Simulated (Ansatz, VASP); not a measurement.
**Al: VASP beside Ansatz**

```
CELL_PARAMETERS angstrom
2.20299 0.00000 0.00000
-1.10150 1.90785 0.00000
0.00000 0.00000 3.56599
ATOMIC_POSITIONS crystal
Al 0.33333 0.66667 0.25000
Al 0.66667 0.33333 0.75000
```

Change from the starting cell: volume scaled by 0.45, LAPW.

Alike in both runs: task single point; functional PBE; k mesh 15 × 15 × 8; occupations fermi-dirac, width 0.08 eV; no spin polarisation.

|  | VASP | Ansatz |
| --- | --- | --- |
| version | VASP 6.6.1 | Ansatz 0.2.0 |
| potentials or method | VASP PAW PBE potentials, release 64 (Al), cutoff 520 eV | all-electron LAPW, scalar-relativistic |

|  | VASP | Ansatz | Ansatz less VASP |
| --- | --- | --- | --- |
| pressure (GPa) | 311.3 | 307.8 | -3.43 |
| traceless stress, the component that is largest in VASP (GPa) | -0.14 | 0.07 | +0.206 |

Both programs put the cell under a high pressure, so it lies far from rest at this level. Ansatz ran all-electron here, and VASP with PAW potentials.

Noted on VASP's run: the cell as given lies far from equilibrium.
